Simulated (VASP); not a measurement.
Input of a VASP 6.6.1 run:

The input INCAR:

```
SYSTEM = HfN
  PREC = Accurate
  ENCUT = 520
  EDIFF = 1E-7
  ISMEAR = 0
  SIGMA = 0.15
  LREAL = .FALSE.
  LASPH = .TRUE.
  NELM = 100
  ALGO = Normal
  ISIF = 2
  LWAVE = .FALSE.
  LCHARG = .FALSE.
  GGA = PS
  NBANDS = 14
```

The input KPOINTS:

```
regular mesh
0
G
  18 18 18
  0 0 0
```

File POSCAR:

```
HfN
1.0
    0.0000000000      2.2477050000      2.2590000000
    2.2477050000      0.0000000000      2.2590000000
    2.2477050000      2.2477050000      0.0000000000
Hf N
1 1
Direct
    0.0000000000      0.0000000000      0.0000000000
    0.5000000000      0.5000000000      0.5000000000
```

Potentials or basis: VASP PAW PBE potentials, release 64 (Hf_pv, N).

Run with:

```console
$ cat potpaw_PBE.64/Hf_pv/POTCAR potpaw_PBE.64/N/POTCAR > POTCAR
$ mpirun -np 1 vasp_std > vasp.out
```

Task: Predict the pressure.

Result: -2.4 GPa.

Stress tensor (GPa, compression positive):
```
-1.57  0.00  0.00
 0.00 -1.57  0.00
 0.00  0.00 -4.04
```

Caveat: the cell differs from its parent crystal (strain -0.0050 x Voigt [1, 1, 0, 0, 0, 0]); the PAW data sets were made with another functional, which shifts forces and pressure a little.
